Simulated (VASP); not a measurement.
Wanted: the native input for a VASP 6.6.1 run.

| Item | Value |
| --- | --- |
| Task | single point |
| Functional | PBEsol |
| Potentials or basis | VASP PAW PBE potentials, release 64 (Hf_pv, O) |
| Cutoff | 520 eV |
| k mesh | 4 × 4 × 6 |
| Occupations | gaussian, width 0.01 eV |
| Spin | no spin polarisation |
| Dipole correction | no |
| Further INCAR settings | ALGO = Normal; EDIFF = 1e-06; NBANDS = 31 |

The structure of HfO2 lies in POSCAR:

```
HfO2
1.0
    4.8295249114      0.0000000000      0.0000000000
    0.0000000000      4.8295249114      0.0000000000
    0.0000000000      0.0000000000      3.2160647089
Hf O
2 4
Direct
    0.0000000000      0.0000000000      0.0000000000
    0.5000000000      0.5000000000      0.5000000000
    0.1949551200      0.8050448800      0.5000000000
    0.3050448800      0.3050448800      0.0000000000
    0.6949551200      0.6949551200      0.0000000000
    0.8050448800      0.1949551200      0.5000000000
```

These files were run (other wordings do the same):

INCAR

```
PREC = Accurate ; ENCUT = 520
EDIFF = 1E-6 ; ISMEAR = 0
SIGMA = 0.01 ; LREAL = False
LASPH = True ; NELM = 60
ALGO = Normal ; ISIF = 2
LWAVE = False ; LCHARG = False
GGA = PS ; NBANDS = 31
```

KPOINTS

```
Automatic mesh
0
Gamma
  4 4 6
```

Potentials or basis: VASP PAW PBE potentials, release 64 (Hf_pv, O).

Run with:

```sh
$ cat potpaw_PBE.64/Hf_pv/POTCAR potpaw_PBE.64/O/POTCAR > POTCAR
$ mpirun -np 1 vasp_std > vasp.out
```

It gave:

| Item | Value |
| --- | --- |
| Pressure | -3.2 GPa |
| Largest force | 0.063 eV/Å |
| Band gap on the k mesh | 3.83 eV, direct |

Caveat: the PAW data sets were made with another functional, which shifts forces and pressure a little; spin-orbit coupling is left out, which moves the levels of the heavy elements.

It took 25 s on 1 thread of Intel(R) Xeon(R) Platinum 8488C (Sapphire Rapids), on a shared host, peak memory 0.2 GiB.
